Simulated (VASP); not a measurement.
# WC (P1) in VASP: further runs

Runs on WC. Level: PBE. Tasks: single point.

Everything below comes from runs of VASP 6.6.1. Logs are shortened: lines on timing, memory, paths and dates and some standing lists are left out, and cuts for length are marked.

**1. The cell of the first run**

The typed cell holds 16 atoms: a = 5.802 Å, b = 5.024 Å, c = 5.694 Å, α = 90.00°, β = 90.00°, γ = 90.00°.

**2. Single point, PBE**

Input file INCAR:

```
PREC = Accurate ; ENCUT = 520
EDIFF = 1E-7 ; ISMEAR = -1
SIGMA = 0.3 ; LREAL = Auto
LASPH = T ; NELM = 60
ALGO = Normal ; ISIF = 2
LWAVE = F ; LCHARG = F
GGA = PE ; NBANDS = 86
```

Input file KPOINTS:

```
Automatic mesh
0
Gamma
  3 3 3
```

Input file POSCAR:

```
WC
1.0
   -2.9007650000     -5.0242720000      0.0000000000
    4.3511470000     -2.5121360000      0.0000000000
    0.0000000000      0.0000000000      5.6940560000
W C
8 8
Direct
    0.7630066204      0.5645184820     -0.0084649677
    0.7321446104      0.5373938092      0.4739503791
    0.4996492792      0.0683187999     -0.0098348172
    0.4719414884      0.0332536114      0.4813440542
    0.2461298780      0.5238078455     -0.0003336813
    0.2540527190      0.5361453510      0.4919164827
   -0.0294344541      0.0329148994     -0.0291883325
   -0.0273198481      0.0278895521      0.4864019602
    0.4744977080      0.7026667552      0.2453435653
    0.4756422141      0.6797578402      0.7041377886
    0.2140992423      0.2319966640      0.2546339551
    0.2398830466      0.1977051903      0.7159746936
   -0.0006373587      0.6908870632      0.2380377011
   -0.0340765495      0.7443903729      0.7360833824
    0.7286039943      0.2119691579      0.2541246521
    0.7442167243      0.2421655316      0.7751767808
```

Potentials or basis: VASP PAW PBE potentials, release 64 (W_sv, C).

The run is started by

```bash
cat potpaw_PBE.64/W_sv/POTCAR potpaw_PBE.64/C/POTCAR > POTCAR
mpirun -np 1 vasp_std > vasp.out
```

OUTCAR:

```text
PREC = Accurate
   ENCUT = 520
   EDIFF = 1E-7
   ISMEAR = -1
   LREAL = Auto
   LASPH = T
   NELM = 60
   ISIF = 2
   GGA = PE

 ion  position               nearest neighbor table
   1  0.763  0.565  0.992-  16 2.04  13 2.06  14 2.08   9 2.32  15 2.33  10 2.41   7 2.65   2 2.76
                             5 2.81   3 2.92   7 2.93   2 2.96   3 2.96   5 3.01
   2  0.732  0.537  0.474-  15 2.06  10 2.11   9 2.15  13 2.19  16 2.27  14 2.27   1 2.76   6 2.78
                             8 2.83   4 2.91   8 2.92   4 2.95   1 2.96   6 3.03
   3  0.500  0.068  0.990-  16 2.07  15 2.13  12 2.27   9 2.35  11 2.39  10 2.55   5 2.72   7 2.74
                             4 2.81   4 2.91   1 2.92   1 2.96   7 3.08   5 3.11
   4  0.472  0.033  0.481-  12 2.07   9 2.14  15 2.17  10 2.18  11 2.21  16 2.53   6 2.80   3 2.81
                             6 2.83   8 2.90   8 2.91   3 2.91   2 2.91   2 2.95
   5  0.246  0.524  1.000-  11 2.07   9 2.13  13 2.14  10 2.28  12 2.30  14 2.47   3 2.72   6 2.80
                             1 2.81   6 2.89   7 2.94   1 3.01   7 3.02   3 3.11
   6  0.254  0.536  0.492-  10 1.91  11 2.05   9 2.08  12 2.13  13 2.21  14 2.41   2 2.78   4 2.80
                             5 2.80   4 2.83   5 2.89   8 2.96   2 3.03   8 3.03
   7  0.971  0.033  0.971-  14 1.97  16 2.02  12 2.29  13 2.30  15 2.32  11 2.37   1 2.65   3 2.74
                             8 2.76   1 2.93   8 2.94   5 2.94   5 3.02   3 3.08
   8  0.973  0.028  0.486-  14 2.01  15 2.15  11 2.18  12 2.20  13 2.21  16 2.37   7 2.76   2 2.83
                             4 2.90   4 2.91   2 2.92   7 2.94   6 2.96   6 3.03
   9  0.474  0.703  0.245-   6 2.08   5 2.13   4 2.14   2 2.15   1 2.32   3 2.35
  10  0.476  0.680  0.704-   6 1.91   2 2.11   4 2.18   5 2.28   1 2.41   3 2.55
  11  0.214  0.232  0.255-   6 2.05   5 2.07   8 2.18   4 2.21   7 2.37   3 2.39
  12  0.240  0.198  0.716-   4 2.07   6 2.13   8 2.20   3 2.27   7 2.29   5 2.30
  13  0.999  0.691  0.238-   1 2.06   5 2.14   2 2.19   6 2.21   8 2.21   7 2.30
  14  0.966  0.744  0.736-   7 1.97   8 2.01   1 2.08   2 2.27   6 2.41   5 2.47
  15  0.729  0.212  0.254-   2 2.06   3 2.13   8 2.15   4 2.17   7 2.32   1 2.33
  16  0.744  0.242  0.775-   7 2.02   1 2.04   3 2.07   2 2.27   8 2.37   4 2.53

  LATTYP: Found a simple orthorhombic cell.
 ALAT       =     5.0242718376
 B/A-ratio  =     1.1333096982
 C/A-ratio  =     1.1547005964

  Lattice vectors:

 A1 = (   4.3511470000,  -2.5121360000,   0.0000000000)
 A2 = (   0.0000000000,   0.0000000000,   5.6940560000)
 A3 = (  -2.9007650000,  -5.0242720000,   0.0000000000)

Analysis of symmetry for initial positions (statically):
=====================================================================
 Subroutine PRICEL returns:
 Original cell was already a primitive cell.

 Routine SETGRP: Setting up the symmetry group for a
 simple orthorhombic supercell.

 Subroutine GETGRP returns: Found  1 space group operations
 (whereof  1 operations were pure point group operations)
 out of a pool of  8 trial point group operations.

The static configuration has the point symmetry C_1 .

Analysis of symmetry for dynamics (positions and initial velocities):
=====================================================================
 Subroutine PRICEL returns:
 Original cell was already a primitive cell.

 Routine SETGRP: Setting up the symmetry group for a
 simple orthorhombic supercell.

 Subroutine GETGRP returns: Found  1 space group operations
 (whereof  1 operations were pure point group operations)
 out of a pool of  8 trial point group operations.

The dynamic configuration has the point symmetry C_1 .

 Subroutine INISYM returns: Found  1 space group operations
 (whereof  1 operations are pure point group operations),
 and found     1 'primitive' translations

----------------------------------------------------------------------------------------

                                     Primitive cell

  volume of cell :     165.9730

  direct lattice vectors                    reciprocal lattice vectors
    -2.900765000 -5.024272000  0.000000000    -0.086184169 -0.149275353  0.000000000
     4.351147000 -2.512136000  0.000000000     0.172368338 -0.099516914  0.000000000
     0.000000000  0.000000000  5.694056000     0.000000000  0.000000000  0.175621736

  length of vectors
     5.801529688  5.024271838  5.694056000     0.172368333  0.199033817  0.175621736

  position of ions in fractional coordinates (direct lattice)
     0.763006620  0.564518482  0.991535032
     0.732144610  0.537393809  0.473950379
     0.499649279  0.068318800  0.990165183
     0.471941488  0.033253611  0.481344054
     0.246129878  0.523807846  0.999666319
     0.254052719  0.536145351  0.491916483
[... 8 lines left out ...]
     0.728603994  0.211969158  0.254124652
     0.744216724  0.242165532  0.775176781

  ion indices of the primitive-cell ions
   primitive index   ion index
                 1           1
                 2           2
                 3           3
                 4           4
                 5           5
                 6           6
[... 8 lines left out ...]
                15          15
                16          16

----------------------------------------------------------------------------------------

 KPOINTS: Automatic mesh

Automatic generation of k-mesh.
 Grid dimensions read from file:
 generate k-points for:    3    3    3

 Generating k-lattice:

  Cartesian coordinates                     Fractional coordinates (reciprocal lattice)
    -0.028728056 -0.049758451  0.000000000     0.333333333  0.000000000  0.000000000
     0.057456113 -0.033172305  0.000000000    -0.000000000  0.333333333  0.000000000
     0.000000000  0.000000000  0.058540579     0.000000000  0.000000000  0.333333333

  Length of vectors
     0.057456111  0.066344606  0.058540579

  Shift w.r.t. Gamma in fractional coordinates (k-lattice)
     0.000000000  0.000000000  0.000000000

 Subroutine IBZKPT returns following result:
 ===========================================

 Found     14 irreducible k-points:

 Following reciprocal coordinates:
            Coordinates               Weight
  0.000000  0.000000  0.000000      1.000000
  0.333333  0.000000  0.000000      2.000000
  0.000000  0.333333  0.000000      2.000000
  0.333333  0.333333  0.000000      2.000000
 -0.333333  0.333333  0.000000      2.000000
  0.000000  0.000000  0.333333      2.000000
  0.333333  0.000000  0.333333      2.000000
 -0.333333  0.000000  0.333333      2.000000
  0.000000  0.333333  0.333333      2.000000
  0.000000  0.333333 -0.333333      2.000000
  0.333333  0.333333  0.333333      2.000000
 -0.333333  0.333333 -0.333333      2.000000
 -0.333333 -0.333333  0.333333      2.000000
  0.333333 -0.333333 -0.333333      2.000000
   k-points           NKPTS =     14   k-points in BZ     NKDIM =     14   number of bands    NBANDS=     86
   number of dos      NEDOS =    301   number of ions     NIONS =     16
   total plane-waves  NPLWV =  80640
   dimension x,y,z NGX =    48 NGY =   40 NGZ =   42
   dimension x,y,z NGXF=    96 NGYF=   80 NGZF=   84
   ions per type =               8   8
   NGX,Y,Z   is equivalent  to a cutoff of  13.75, 13.24, 12.26 a.u.
   NGXF,Y,Z  is equivalent  to a cutoff of  27.51, 26.47, 24.52 a.u.
 SYSTEM =  unknown system
   PREC   = accura    normal or accurate (medium, high low for compatibility)
   ISTART =      0    job   : 0-new  1-cont  2-samecut
   ICHARG =      2    charge: 1-file 2-atom 10-const
   ISPIN  =      1    spin polarized calculation?
   LNONCOLLINEAR =      F non collinear calculations
   LSORBIT =      F    spin-orbit coupling
   LASPH  =      T    aspherical Exc in radial PAW
   ENCUT  =  520.0 eV  38.22 Ry    6.18 a.u.  10.79  9.34 10.59*2*pi/ulx,y,z
   NELM   =     60;   NELMIN=  2; NELMDL= -5     # of ELM steps
   EDIFF  = 0.1E-06   stopping-criterion for ELM
   LREAL  =      T    real-space projection
   EDIFFG = 0.1E-05   stopping-criterion for IOM
   NSW    =      0    number of steps for IOM
   IBRION =     -1    ionic relax: 0-MD 1-quasi-New 2-CG
   NFREE  =      0    steps in history (QN), initial steepest desc. (CG)
   ISIF   =      2    stress and relaxation
   ISYM   =      2    0-nonsym 1-usesym 2-fastsym
   POTIM  = 0.5000    time-step for ionic-motion
   TEBEG  =    0.0;   TEEND  =   0.0 temperature during run
   PSTRESS=    0.0 pullay stress
   NELECT =     144.0000    total number of electrons
   NUPDOWN=      -1.0000    fix difference up-down
   EMIN   =  10.00;   EMAX   =-10.00  energy-range for DOS
   EFERMI =   0.00;   METHOD = LEGACY
   ISMEAR =    -1;   SIGMA  =   0.30  broadening in eV -4-tet -1-fermi 0-gaus
   EFERMI_NEDOS =   21; number of points for ismear=-14 and -15
   IALGO  =     38    algorithm
   IMIX   =      4    mixing-type and parameters
     AMIX     =   0.40;   BMIX     =  1.00
     AMIX_MAG =   1.60;   BMIX_MAG =  1.00
  volume/ion in A,a.u.               =      10.37        70.00
  Fermi-wavevector in a.u.,A,eV,Ry     =   1.561408  2.950634 33.170955  2.437996
  Thomas-Fermi vector in A             =   2.664478
   LORBIT       =      0    0 simple, 1 ext, 2 COOP (PROOUT), +10 PAW based schemes
   GGA     = PE    functional components
[... 5 lines left out ...]
 non-spin polarized calculation
  energy-cutoff  :      520.00
  volume of cell :      165.97
 maximum number of plane-waves:      4495
 NGX is ok and might be reduce to    48
   NGX = 21   NGY = 19   NGZ = 21

 number of electron     143.9999999 magnetization

 Free energy of the ion-electron system (eV)
  ---------------------------------------------------
  ext. energy  EPLUGINS =         0.00000000
  ---------------------------------------------------
  free energy    TOTEN  =      -175.04610123 eV

  energy without entropy =     -173.90279095  energy(sigma->0) =     -174.47444609

 E-fermi :  11.3606     XC(G=0): -13.7676

 val. band max:       11.3375942116   @ k =   0.3333   0.0000   0.0000
 cond. band min:      11.4524944519   @ k =   0.0000   0.0000   0.0000
 fundamental gap:      0.1149002403
 Fermi energy:        11.3606142170

 k-point     1 :       0.0000    0.0000    0.0000
  band No.  band energies     occupation
      1     -62.8989      2.00000
      2     -62.8460      2.00000
      3     -62.8318      2.00000
      4     -62.8010      2.00000
      5     -62.7484      2.00000
      6     -62.6920      2.00000
[... 1207 lines left out ...]
     83      14.8614      0.00002
     84      15.1379      0.00001
 [bands above 84 left out]

------------------------ aborting loop because EDIFF is reached ----------------------------------------

  FORCE on cell =-STRESS in cart. coord.  units (eV):
  Direction    XX          YY          ZZ          XY          YZ          ZX
  --------------------------------------------------------------------------------------
  -------------------------------------------------------------------------------------
  Total       20.5595957     24.2939233     19.9699101     -3.0618433     -3.6410988      0.9846538
  in kB      198.4667556    234.5151241    192.7743775    -29.5567150    -35.1484087      9.5051020
  external PRESSURE =     208.5854191 kB  Pullay stress =       0.0000000 kB

 VOLUME and BASIS-vectors are now :
 -----------------------------------------------------------------------------
  energy-cutoff  :      520.00
  volume of cell :      165.97
      direct lattice vectors                 reciprocal lattice vectors
    -2.900765000 -5.024272000  0.000000000    -0.086184169 -0.149275353  0.000000000
     4.351147000 -2.512136000  0.000000000     0.172368338 -0.099516914  0.000000000
     0.000000000  0.000000000  5.694056000     0.000000000  0.000000000  0.175621736

 POSITION                                       TOTAL-FORCE (eV/Angst)
 -----------------------------------------------------------------------------------
      0.24300     -5.25170      5.64586         0.465802      5.036667     -0.368139
      0.21450     -5.02850      2.69870        -0.135991     -1.586998      2.862199
     -1.15210     -2.68200      5.63806        -1.067013      4.058081      0.040524
     -1.22430     -2.45470      2.74080        -0.241196     -1.594722      0.623571
      1.56520     -2.55250      5.69216         2.130353     -0.836969     -2.864573
      1.59590     -2.62330      2.80100         2.793192      5.315748     -1.108134
[... 8 lines left out ...]
     -1.19120     -4.19320      1.44700        -0.852125      0.182392     -1.716496
     -1.10510     -4.34750      4.41390        -0.850945      1.385075     -4.086203
 -----------------------------------------------------------------------------------
    total drift:                                0.008903     -0.011720     -0.015322

  FREE ENERGIE OF THE ION-ELECTRON SYSTEM (eV)
  ---------------------------------------------------
  free  energy   TOTEN  =      -175.0461012257 eV

  energy  without entropy=     -173.9027909538  energy(sigma->0) =     -174.47444609
```

Wall time 8.1 min (1 thread of Intel Xeon 6975P-C, shared host); peak memory 0.35 GiB.

What came out:

```
Free energy            : -175.0461 eV
Pressure               : 20.9 GPa
Largest force          : 6.826 eV/Å
Band gap on the k mesh : zero (band 72 reaches 11.34 eV, above the bottom of band 73 at 11.27 eV)
```

Forces on the atoms (eV/Å):
```
W    0.466  5.037 -0.368
W   -0.136 -1.587  2.862
W   -1.067  4.058  0.041
W   -0.241 -1.595  0.624
W    2.130 -0.837 -2.865
W    2.793  5.316 -1.108
W    0.956 -5.061  4.480
W    1.837 -2.352 -1.159
C   -0.176 -1.824 -1.730
C    1.135 -3.943  4.612
C   -3.659  0.515 -1.878
C    0.597  0.362  2.535
C    1.582 -0.472  0.496
C   -4.513  0.815 -0.739
C   -0.852  0.182 -1.716
C   -0.851  1.385 -4.086
```

Caveat: the k points lie up to 0.42 Å⁻¹ apart; spin-orbit coupling is left out, which moves the levels of the heavy elements; forces of over 1 eV/Å act on the atoms, so gaps and moduli don't describe the material at rest.

**3. Single point, PBE**

Input file INCAR:

```
PREC     = Accurate       # precision mode
ENCUT    = 520            # plane-wave cutoff, eV
EDIFF    = 1E-6           # SCF threshold, eV
ISMEAR   = -1             # smearing method
SIGMA    = 0.3            # smearing width, eV
LREAL    = Auto         
LASPH    = True           # aspherical terms in the spheres
NELM     = 100            # most SCF steps
ALGO     = Normal         # electronic algorithm
ISIF     = 2              # what is computed and relaxed
LWAVE    = False          # write WAVECAR
LCHARG   = False          # write CHGCAR
GGA      = PE             # functional
NBANDS   = 86             # bands
```

Input file KPOINTS:

```
regular mesh
0
Gamma
  3 3 3
```

Input file POSCAR:

```
WC
1.0
   -2.9007650000     -5.0242720000      0.0000000000
    4.3511470000     -2.5121360000      0.0000000000
    0.0000000000      0.0000000000      5.6940560000
W C
8 8
Direct
    0.7178438453      0.5140475148      0.0096591955
    0.7149303554      0.5277562335      0.5249333691
    0.4790532395      0.0258370655      0.0525284613
    0.4594977476      0.0184537511      0.5407217632
    0.2141858666      0.5261148073      0.0468031927
    0.2182290852      0.5282587080      0.5204901392
   -0.0120711304      0.0144294108      0.0094133251
   -0.0302410866      0.0674483566      0.5195769062
    0.4904140390      0.6341720654      0.2510863961
    0.4942624678      0.6574448685      0.7856613985
    0.2443429541      0.2026779351      0.2875981550
    0.2475085744      0.2095227327      0.7226834439
   -0.0246893873      0.6863665809      0.2398114806
    0.0143580041      0.7337029054      0.7774247391
    0.7140917649      0.2201746800      0.2733903565
    0.7318975514      0.1468262967      0.8105118741
```

Potentials or basis: VASP PAW PBE potentials, release 64 (W_sv, C).

The run is started by

```bash
cat potpaw_PBE.64/W_sv/POTCAR potpaw_PBE.64/C/POTCAR > POTCAR
mpirun -np 1 vasp_std > vasp.out
```

Run time: 8.5 min. Hardware: 1 thread of Intel Xeon 6975P-C, shared host; peak memory 0.34 GiB.

It converged, with:

| Quantity | Value |
| --- | --- |
| Free energy | -173.1096 eV |
| Pressure | 24.2 GPa |
| Largest force | 7.517 eV/Å |
| Band gap on the k mesh | zero (band 72 reaches 11.45 eV, above the bottom of band 73 at 11.32 eV) |

Forces on the atoms (eV/Å):
```
W   -2.091 -3.052  2.009
W   -0.717 -2.042 -0.571
W   -1.648  1.100 -3.018
W   -3.667 -3.782 -2.634
W   -3.138 -2.083 -5.811
W    1.519 -2.673  0.382
W    2.569 -1.713  4.186
W   -3.948  2.358 -0.308
C    4.366 -0.134  2.957
C    4.158  1.559 -1.806
C    0.004  2.300 -1.157
C    1.573  2.906  6.752
C    2.185  0.863  3.719
C   -1.736  3.390 -2.313
C   -2.636  0.767  0.954
C    3.206  0.236 -3.340
```

Stress tensor (GPa, compression positive):
```
30.43  3.86  4.60
 3.86 17.96 -0.88
 4.60 -0.88 24.29
```

Levels at points of the mesh, in eV from the Fermi level:
```
           k point  band 68  band 69  band 70  band 71  band 72  band 73  band 74  band 75  band 76  band 77
(0.00, 0.00, 0.00)    -0.94    -0.61    -0.50    -0.37    -0.10     0.34     0.89     1.14     1.70     1.88
```

Caveat: the k points lie up to 0.42 Å⁻¹ apart; spin-orbit coupling is left out, which moves the levels of the heavy elements; forces of over 1 eV/Å act on the atoms, so gaps and moduli don't describe the material at rest.
